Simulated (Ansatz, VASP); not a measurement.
Ga2Sb2CO in VASP and in Ansatz

```
Sb Ga O C
1.0
     4.33438    0.00000    0.00000
    -2.16719    3.75368    0.00000
     0.00000    0.00000   23.31974
Sb Ga O C
2 2 1 1
Cartesian
  0.0000 0.0000 4.0000
  0.0000 2.5025 7.6992
  0.0000 2.5025 4.8848
  2.1672 1.2512 8.4697
  2.1672 1.2512 11.5697
  2.1672 1.2512 12.7197
```

Alike in both runs: task single point; functional PBE; dispersion D3(BJ); k mesh 6 × 6 × 1; occupations gaussian, width 0.1 eV; no spin polarisation.

|  | VASP | Ansatz |
| --- | --- | --- |
| version | VASP 6.6.1 | Ansatz 0.2.0 |
| potentials or method | VASP PAW PBE potentials, release 64 (Sb_d_GW, Ga_d, O, C), cutoff 520 eV | scalar-relativistic, plane waves, PAW |
| valence electrons in the cell | 66 | 66 |

Ansatz gave:

* gap on the k mesh at the Fermi level (eV): 0.06
* least direct gap on the mesh (eV): 0.06
* rms of the force components (eV/Å): 0.514

Task: Estimate VASP's values.

Result: gap on the k mesh at the Fermi level (eV): 0.06; least direct gap on the mesh (eV): 0.06; rms of the force components (eV/Å): 0.245.

One of these differences is far larger than is usual between the two programs; its cause wasn't traced.

Spin-orbit coupling is off throughout. Noted on VASP's run: the standard files for N, O and F lose accuracy on very short bonds.
